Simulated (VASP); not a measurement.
Here is a VASP 6.6.1 calculation.

The input INCAR:

```
PREC = Accurate ; ENCUT = 520
EDIFF = 1E-6 ; ISMEAR = -1
SIGMA = 0.1 ; LREAL = False
LASPH = True ; NELM = 100
ALGO = Normal ; ISIF = 2
LWAVE = False ; LCHARG = False
GGA = PS ; NBANDS = 32
```

Contents of KPOINTS:

```
regular mesh
0
Gamma
  6 6 6
```

File POSCAR:

```
Lu
1.0
    3.8306783587      0.0000000000      0.0000000000
    0.0000000000      3.8306783587      0.0000000000
    0.0000000000      0.0000000000      3.8306783587
Lu
2
Direct
    0.0000000000      0.0000000000      0.0000000000
    0.5000000000      0.5000000000      0.5000000000
```

Potentials or basis: VASP PAW PBE potentials, release 64 (Lu).

Run with:

```sh
$ cat potpaw_PBE.64/Lu/POTCAR > POTCAR
$ mpirun -np 1 vasp_std > vasp.out
```

Question: What does it give for the pressure?

Answer: 0.2 GPa.

Question: Predict the band gap on the k mesh.

Answer: Zero (bands 25 and 26 overlap by 0.84 eV).

Caveat: the PAW data sets were made with another functional, which shifts forces and pressure a little; spin-orbit coupling is left out, which moves the levels of the heavy elements.
